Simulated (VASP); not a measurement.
A run of VASP 6.6.1:

The input INCAR:

```
PREC = Accurate
ENCUT = 520
EDIFF = 1E-7
ISMEAR = -1
SIGMA = 0.05
LREAL = Auto
LASPH = T
NELM = 60
ALGO = Normal
ISIF = 2
LWAVE = F
LCHARG = F
GGA = PE
NBANDS = 72
```

Contents of KPOINTS:

```
regular mesh
0
Gamma
  2 2 1
```

Contents of POSCAR:

```
H4C10Cl
1.0
    5.0487420000      0.0000000000      0.0000000000
    0.0000000000      5.0487420000      0.0000000000
    0.0000000000      0.0000000000     17.1647000000
H C Cl
8 20 2
Direct
    0.4277868000      0.0000000000      0.0582591000
    0.0722132000      0.0000000000      0.0582591000
    0.9277868000      0.0000000000      0.0582591000
    0.5722132000      0.0000000000      0.0582591000
    0.4277868000      0.5000000000      0.0582591000
    0.0722132000      0.5000000000      0.0582591000
    0.9277868000      0.5000000000      0.0582591000
    0.5722132000      0.5000000000      0.0582591000
    0.2500000000      0.0000000000      0.0952362000
    0.7500000000      0.0000000000      0.0952362000
    0.2500000000      0.5000000000      0.0952362000
    0.7500000000      0.5000000000      0.0952362000
    0.2500000000      0.2500000000      0.1472324000
    0.7500000000      0.2500000000      0.1472324000
    0.2500000000      0.7500000000      0.1472324000
    0.7500000000      0.7500000000      0.1472324000
    0.0000323555      0.2500238637      0.1941222055
    0.4999320751      0.2500287918      0.1941362859
   -0.0000205145      0.7500288539      0.2052310946
    0.4999412349      0.7500204559      0.2052248109
   -0.0000790658      0.0169561477      0.2541546781
    0.5000132699      0.0169280711      0.2541658921
   -0.0000382103      0.4827943762      0.2541780440
    0.4999795972      0.4827786704      0.2541783917
    0.2499765641      0.1127757706      0.2940561825
    0.7499783163      0.1129173533      0.2937275947
    0.2499426466      0.3867358718      0.2937988252
    0.7499642063      0.3870509308      0.2939690681
    0.1124743840      0.0320250060      0.5324878421
    0.4048352081      0.3033528279      0.5431477838
```

Potentials or basis: VASP PAW PBE potentials, release 64 (H, C, Cl).

Command:

```bash
$ cat potpaw_PBE.64/H/POTCAR potpaw_PBE.64/C/POTCAR potpaw_PBE.64/Cl/POTCAR > POTCAR
$ mpirun -np 1 vasp_std > vasp.out
```

Hardware: 1 thread of Intel(R) Xeon(R) Platinum 8259CL CPU @ 2.50GHz (Skylake/Cascade Lake) (shared host).

Q: How long does it take, and how much memory?

A: It took 6.2 min on 1 thread of Intel(R) Xeon(R) Platinum 8259CL CPU @ 2.50GHz (Skylake/Cascade Lake) (shared host), peak memory 0.48 GiB. Counts: scf iterations 25, k points 4.
